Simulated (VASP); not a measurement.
# SnO (P4/nmm) in VASP: notebook, part 2 of 2

VASP 6.6.1. Earlier steps stand in the parts before.

## 4. Relaxation of cell and atoms, PBE, target pressure 30 GPa, at which the enthalpy is minimised

INCAR

```
ALGO     = Normal         # electronic algorithm
EDIFF    = 1E-6           # SCF threshold, eV
EDIFFG   = -0.01          # ionic threshold
ENCUT    = 600            # plane-wave cutoff, eV
GGA      = PE             # functional
IBRION   = 2              # ionic algorithm
ISIF     = 3              # what is computed and relaxed
ISMEAR   = -1             # smearing method
LASPH    = T              # aspherical terms in the spheres
LCHARG   = F              # write CHGCAR
LREAL    = F              # projectors in reciprocal space
LWAVE    = F              # write WAVECAR
NELM     = 100            # most SCF steps
NSW      = 60             # ionic steps
PREC     = Accurate       # precision mode
PSTRESS  = 300.0        
SIGMA    = 0.05           # smearing width, eV
```

KPOINTS

```
k-points
0
Gamma
  7 7 6
```

POSCAR

```
SnO
1.0
    3.8136952200      0.0000000000      0.0000000000
    0.0000000000      3.8136952200      0.0000000000
    0.0000000000      0.0000000000      4.8869133000
Sn O
2 2
Direct
    0.5000000000      0.0000000000      0.7646261400
    0.0000000000      0.5000000000      0.2353738600
    0.0000000000      0.0000000000      0.0000000000
    0.5000000000      0.5000000000      0.0000000000
```

Potentials or basis: VASP PAW PBE potentials, release 64 (Sn_d, O).

Command:

```bash
$ cat potpaw_PBE.64/Sn_d/POTCAR potpaw_PBE.64/O/POTCAR > POTCAR
$ mpirun -np 1 vasp_std > vasp.out
```

OUTCAR:

```text
EDIFF = 1E-6
   EDIFFG = -0.01
   ENCUT = 600
   GGA = PE
   IBRION = 2
   ISIF = 3
   ISMEAR = -1
   LASPH = T
   LREAL = F
   NELM = 100
   NSW = 60
   PREC = Accurate
   PSTRESS = 300.0

 ion  position               nearest neighbor table
   1  0.500  0.000  0.765-   3 2.23   4 2.23   4 2.23   3 2.23   2 3.54   2 3.54   2 3.54   2 3.54
                             2 3.74   2 3.74   2 3.74   2 3.74
   2  0.000  0.500  0.235-   3 2.23   4 2.23   3 2.23   4 2.23   1 3.54   1 3.54   1 3.54   1 3.54
                             1 3.74   1 3.74   1 3.74   1 3.74
   3  0.000  0.000  0.000-   1 2.23   2 2.23   2 2.23   1 2.23
   4  0.500  0.500  0.000-   1 2.23   2 2.23   1 2.23   2 2.23

  LATTYP: Found a simple tetragonal cell.
 ALAT       =     3.8136952200
 C/A-ratio  =     1.2814116016

  Lattice vectors:

 A1 = (   3.8136952200,   0.0000000000,   0.0000000000)
 A2 = (   0.0000000000,   3.8136952200,   0.0000000000)
[... 954 lines left out ...]

  enthalpy is  TOTEN    =       -10.5261489506 eV   P V=       11.1547655529

[... ionic steps 4 to 14 ...]

--------------------------------------- Ionic step       15  -------------------------------------------

 number of electron      40.0000014 magnetization

------------------------ aborting loop because EDIFF is reached ----------------------------------------
[... 75 lines left out ...]
--------------------------------------- Ionic step       17  -------------------------------------------

 number of electron      40.0000015 magnetization

 Free energy of the ion-electron system (eV)
  ---------------------------------------------------
  ext. energy  EPLUGINS =         0.00000000
  ---------------------------------------------------
  free energy    TOTEN  =       -21.38389776 eV

  energy without entropy =      -21.37934732  energy(sigma->0) =      -21.38162254

 E-fermi :  11.1635     XC(G=0): -11.9394

 val. band max:       11.0257592316   @ k =   0.4286   0.4286   0.0000
 cond. band min:      11.1765417306   @ k =   0.4286   0.4286   0.1667
 fundamental gap:      0.1507824990
 Fermi energy:        11.1634747335

 k-point     1 :       0.0000    0.0000    0.0000
  band No.  band energies     occupation
      1     -11.6016      2.00000
      2     -10.9900      2.00000
      3     -10.9900      2.00000
      4     -10.9301      2.00000
      5     -10.9115      2.00000
      6     -10.8604      2.00000
[... 674 lines left out ...]
  energy  without entropy=      -21.3793473189  energy(sigma->0) =      -21.38162254

  enthalpy is  TOTEN    =       -11.5616462700 eV   P V=        9.8222514871

 reached required accuracy - stopping structural energy minimisation
```

OSZICAR:

```text
N       E                     dE             d eps       ncg     rms          rms(c)
DAV:   1     0.418787239612E+03    0.41879E+03   -0.22389E+04  1944   0.275E+03
[... 161 lines left out ...]
DAV:   3    -0.213853410737E+02    0.56230E-06   -0.10755E-06   960   0.275E-02
  16 F= -.11561624E+02 E0= -.11559318E+02  d E =-.102297E-03
       N       E                     dE             d eps       ncg     rms          rms(c)
DAV:   1    -0.213839272589E+02    0.14144E-02   -0.66114E-03  2264   0.617E-01    0.461E-02
DAV:   2    -0.213839132451E+02    0.14014E-04   -0.21760E-04  2808   0.175E-01    0.263E-02
DAV:   3    -0.213838969318E+02    0.16313E-04   -0.22679E-05  2888   0.107E-01    0.442E-03
DAV:   4    -0.213838977571E+02   -0.82534E-06   -0.76828E-06  1944   0.265E-02
  17 F= -.11561646E+02 E0= -.11559371E+02  d E =-.217813E-04
```

Wall time 9.1 min (1 thread of Intel Xeon Platinum 8488C (Sapphire Rapids), shared host); peak memory 0.23 GiB.

Results:

```yaml
Free_energy: -21.3839 eV
Relaxed_volume: 13.11 Å³/atom
Relaxed_cell: a = 3.595 Å, b = 3.595 Å, c = 4.059 Å, α = 90.00°, β = 90.00°, γ = 90.00°
Space_group_after_relaxing_to_0.1_Å: P4/nmm (No. 129)
Energy_change_on_relaxing_the_run_minimises_the_enthalpy: +326.5 meV/atom
Ionic_steps: 17
Pressure_after_relaxing: 30.1 GPa
Largest_force_after_relaxing: 0.004 eV/Å
Band_gap_on_the_k_mesh: zero (bands 20 and 21 overlap by 1.62 eV)
```

Forces in eV/Å, atoms in the order of the input:
```
Sn   0.000  0.000  0.004
Sn   0.000  0.000 -0.004
O    0.000  0.000  0.000
O    0.000  0.000  0.000
```

The path:
| step | energy change (eV) | largest force (eV/Å) | pressure (GPa) | volume (Å³) |
| --- | --- | --- | --- | --- |
| 1 | 0.0000 | 0.4547 | 3.77 | 71.08 |
| 2 | 6.5742 | 11.5069 | 117.90 | 45.15 |
| 3 | 1.0091 | 3.5342 | 28.62 | 59.57 |
| 4 | 1.1125 | 3.7458 | 30.52 | 58.99 |
| 5 | 1.2683 | 1.1648 | 32.30 | 53.57 |
| 6 | 1.5406 | 0.0627 | 34.65 | 51.79 |
| 7 | 1.0405 | 0.5595 | 23.39 | 54.14 |
| 8 | 1.1549 | 0.4001 | 26.25 | 53.48 |
| 9 | 1.3040 | 0.4219 | 31.09 | 52.50 |
| 10 | 1.2596 | 0.2528 | 29.97 | 52.72 |
| 11 | 1.2796 | 0.0664 | 29.74 | 52.60 |
| 12 | 1.2874 | 0.0030 | 29.72 | 52.56 |
| 13 | 1.3180 | 0.0264 | 30.31 | 52.39 |
| 14 | 1.3055 | 0.0177 | 30.06 | 52.46 |
| 15 | 1.3037 | 0.0181 | 29.99 | 52.47 |
| 16 | 1.3047 | 0.0151 | 30.03 | 52.46 |
| 17 | 1.3062 | 0.0038 | 30.06 | 52.46 |

Final structure:
```
CELL_PARAMETERS angstrom
3.59499 0.00000 0.00000
0.00000 3.59499 0.00000
0.00000 0.00000 4.05887
ATOMIC_POSITIONS crystal
Sn 0.50000 0.00000 0.71057
Sn 0.00000 0.50000 0.28943
O 0.00000 0.00000 0.00000
O 0.50000 0.50000 0.00000
```

Caveat: the cell is relaxed towards a set pressure, so the run minimises the enthalpy, not the energy; the volume moved by over 15 % at a fixed basis, so the end points are rough; spin-orbit coupling is left out, which moves the levels of the heavy elements.

## 5. Single point, PBEsol-based global hybrid with 25 % exact exchange

POSCAR is that of step 4.

INCAR.step1

```
ALGO     = Normal         # electronic algorithm
EDIFF    = 1E-5           # SCF threshold, eV
ENCUT    = 1000           # plane-wave cutoff, eV
GGA      = PE             # functional
GGA_COMPAT= F            
ISIF     = 2              # what is computed and relaxed
ISMEAR   = -1             # smearing method
LASPH    = T              # aspherical terms in the spheres
LCHARG   = F              # write CHGCAR
LREAL    = F              # projectors in reciprocal space
LWAVE    = T              # write WAVECAR
NBANDS   = 28             # bands
NELM     = 120            # most SCF steps
PREC     = Accurate       # precision mode
SIGMA    = 0.05           # smearing width, eV
```

INCAR.step2

```
AEXX     = 0.25           # exact-exchange fraction
ALGO     = Normal         # electronic algorithm
EDIFF    = 1E-6           # SCF threshold, eV
ENCUT    = 1000           # plane-wave cutoff, eV
GGA      = PS             # functional
GGA_COMPAT= F            
ISIF     = 2              # what is computed and relaxed
ISMEAR   = -1             # smearing method
ISTART   = 1            
LASPH    = T              # aspherical terms in the spheres
LCHARG   = F              # write CHGCAR
LHFCALC  = T              # exact exchange
LREAL    = F              # projectors in reciprocal space
LWAVE    = F              # write WAVECAR
NBANDS   = 28             # bands
NELM     = 120            # most SCF steps
PREC     = Accurate       # precision mode
PRECFOCK = Normal       
SIGMA    = 0.05           # smearing width, eV
```

KPOINTS

```
k-points
0
Gamma
  4 4 3
```

Potentials or basis: VASP PAW PBE potentials, release 64 (Sn_d, O_h).

Command:

```bash
$ cat potpaw_PBE.64/Sn_d/POTCAR potpaw_PBE.64/O_h/POTCAR > POTCAR
$ cp INCAR.step1 INCAR
$ mpirun -np 1 vasp_std > vasp.out
$ cp INCAR.step2 INCAR
$ mpirun -np 1 vasp_std > vasp.out
```

Run time: 77 min. Hardware: 1 thread of Intel Xeon Platinum 8375C at 2.90GHz (Ice Lake), shared host; peak memory 0.36 GiB.

Results (log left out):

```
Free energy            : -31.2818 eV
Pressure               : -3.4 GPa
Largest force          : 0.380 eV/Å
Band gap on the k mesh : 1.20 eV (least direct gap 3.36 eV)
```

Forces on the atoms (eV/Å):
```
Sn   0.000  0.000  0.380
Sn   0.000  0.000 -0.380
O    0.000  0.000  0.000
O    0.000  0.000  0.000
```

Stress tensor (GPa, compression positive):
```
-3.82  0.00  0.00
 0.00 -3.82  0.00
 0.00  0.00 -2.70
```

Levels at points of the mesh, in eV from the valence-band top:
```
           k point  band 17  band 18  band 19  band 20  band 21  band 22  band 23  band 24
(0.00, 0.00, 0.00)    -4.41    -4.09    -4.09     0.00     3.36     5.56     6.17     6.17
(0.50, 0.00, 0.00)    -5.91    -5.91    -3.19    -3.19     4.50     4.50     7.53     7.53
(0.50, 0.50, 0.00)    -3.37    -3.37    -2.20    -2.20     1.20     1.20     5.73     5.73
```

Caveat: the k points lie up to 0.43 Å⁻¹ apart; the PAW data sets were made with another functional, which shifts forces and pressure a little; spin-orbit coupling is left out, which moves the levels of the heavy elements.

## 6. Single point, PBEsol

This run uses another cell than the first one, of 17.21 Å³/atom.

INCAR

```
ALGO     = Normal         # electronic algorithm
EDIFF    = 1E-6           # SCF threshold, eV
ENCUT    = 1340           # plane-wave cutoff, eV
GGA      = PS             # functional
GGA_COMPAT= False        
ISIF     = 2              # what is computed and relaxed
ISMEAR   = -1             # smearing method
LASPH    = True           # aspherical terms in the spheres
LCHARG   = False          # write CHGCAR
LREAL    = False          # projectors in reciprocal space
LWAVE    = False          # write WAVECAR
NBANDS   = 28             # bands
NELM     = 120            # most SCF steps
PREC     = Accurate       # precision mode
SIGMA    = 0.05           # smearing width, eV
```

KPOINTS

```
k-points
0
Gamma
  7 7 6
```

POSCAR

```
SnO
1.0
    3.8057824297      0.0000000000      0.0000000000
    0.0000000000      3.8057824297      0.0000000000
    0.0000000000      0.0000000000      4.7517121361
Sn O
2 2
Direct
    0.5000000000      0.0000000000      0.7575602778
    0.0000000000      0.5000000000      0.2424397222
    0.0000000000      0.0000000000      0.0000000000
    0.5000000000      0.5000000000      0.0000000000
```

Potentials or basis: VASP PAW PBE potentials, release 64 (Sn_d, O_h).

Command:

```bash
$ cat potpaw_PBE.64/Sn_d/POTCAR potpaw_PBE.64/O_h/POTCAR > POTCAR
$ mpirun -np 1 vasp_std > vasp.out
```

It took 1.9 min on 1 thread of Intel Xeon 6975P-C (Granite Rapids), shared host; peak memory 0.52 GiB.

The run converged. Its results:

```
Free energy            : -24.2286 eV
Pressure               : 0.2 GPa
Largest force          : 0.078 eV/Å
Band gap on the k mesh : 0.16 eV (least direct gap 1.91 eV)
```

Forces in eV/Å, atoms in the order of the input:
```
Sn   0.000  0.000 -0.078
Sn   0.000  0.000  0.078
O    0.000  0.000  0.000
O    0.000  0.000  0.000
```

Levels at points of the mesh, in eV from the valence-band top:
| k point | band 18 | band 19 | band 20 | band 21 | band 22 | band 23 |
| --- | --- | --- | --- | --- | --- | --- |
| (0.00, 0.00, 0.00) | -3.18 | -3.18 | 0.00 | 2.13 | 4.52 | 4.57 |
| (0.00, 0.00, 0.50) | -3.20 | -2.99 | -2.19 | 1.59 | 2.79 | 2.79 |

Caveat: semilocal functionals underestimate gaps, and a narrow one can read as zero; the PAW data sets were made with another functional, which shifts forces and pressure a little; spin-orbit coupling is left out, which moves the levels of the heavy elements. A k mesh can miss the band edges.

## 7. The runs side by side

| task | level | potentials or basis | cell | k mesh | cutoff (eV) | grid for exact exchange (PRECFOCK) | share of exact exchange | gap on the mesh (eV) | pressure (GPa) | largest force (eV/Å) |
| --- | --- | --- | --- | --- | --- | --- | --- | --- | --- | --- |
| relaxation of cell and atoms | RPBE+D3(BJ) | VASP PAW PBE potentials, release 64 (Sn_d, O) | relaxed from a = 3.814, b = 3.814, c = 4.887 Å, 4 atoms, atomic positions A | 7 × 7 × 6 | 600 | - | - | none | 0.0 | - |
| relaxation of cell and atoms | PBE | VASP PAW PBE potentials, release 64 (Sn_d, O) | relaxed to 20 GPa from a = 3.814, b = 3.814, c = 4.887 Å, 4 atoms, atomic positions A | 7 × 7 × 6 | 600 | - | - | none | 20.0 | 0.01 |
| relaxation of cell and atoms | PBE | VASP PAW PBE potentials, release 64 (Sn_d, O) | relaxed to 30 GPa from a = 3.814, b = 3.814, c = 4.887 Å, 4 atoms, atomic positions A | 7 × 7 × 6 | 600 | - | - | none | 30.1 | - |
| single point | PBEsol-based global hybrid with 25 % exact exchange | VASP PAW PBE potentials, release 64 (Sn_d, O_h) | a = 3.814, b = 3.814, c = 4.887 Å, 4 atoms, atomic positions A | 4 × 4 × 3 | 1000 | Normal | 0.25 | 1.20 | -3.4 | 0.38 |
| single point | PBEsol | VASP PAW PBE potentials, release 64 (Sn_d, O_h) | a = 3.806, b = 3.806, c = 4.752 Å, 4 atoms, atomic positions B | 7 × 7 × 6 | 1340 | - | - | 0.16 | 0.2 | 0.08 |

Alike in all rows: no spin polarisation; smearing fermi-dirac 0.05 eV.

Caveats: some runs use coarse meshes; spin-orbit coupling is left out, which moves the levels of the heavy elements; the volume moved by over 15 % at a fixed basis, so the end points are rough (at least some runs); the PAW data sets were made with another functional, which shifts forces and pressure a little (at least some runs); the cell is relaxed towards a set pressure, so the run minimises the enthalpy, not the energy (at least some runs); the dispersion term is far too large for a dense solid, which distorts pressure and volume (at least some runs); semilocal functionals underestimate gaps, and a narrow one can read as zero (at least some runs).

Total energies depend on the potentials used, so only differences within one code and one set of settings carry meaning.

The gap in the log of VASP goes by the Fermi energy; the results here count the filled bands.